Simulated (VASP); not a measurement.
SnO, 4 atoms in the cell. The typed cell holds 4 atoms: a = 3.316 Å, b = 5.705 Å, c = 3.894 Å, α = 90.00°, β = 90.00°, γ = 90.00°.  This cell differs from its parent crystal: atom 1 (Sn) moved +0.175 Å along Cartesian [1 -1 0].

| Quantity | Value |
| --- | --- |
| Program | VASP 6.6.1 |
| Task | single point |
| Functional | PBEsol |
| Potentials or basis | VASP PAW PBE potentials, release 64 (Sn_d, O) |
| Cutoff | 520 eV |
| k mesh | 8 × 6 × 8 |
| Occupations | gaussian, width 0.05 eV |
| Spin | no spin polarisation |
| Dipole correction | no |
| Further INCAR settings | ALGO = Normal; EDIFF = 1e-06; NBANDS = 28 |

Potentials or basis: VASP PAW PBE potentials, release 64 (Sn_d, O).

Run with:

```bash
$ cat potpaw_PBE.64/Sn_d/POTCAR potpaw_PBE.64/O/POTCAR > POTCAR
$ mpirun -np 1 vasp_std > vasp.out
```

Hardware: 1 thread of Oxide Virtual Turin-like Processor (shared host).

Estimate the wall time of this run.

Run time: 8.1 min on 1 thread of Oxide Virtual Turin-like Processor, on a shared host, peak memory 0.39 GiB. Counts: scf iterations 14, k points 196.
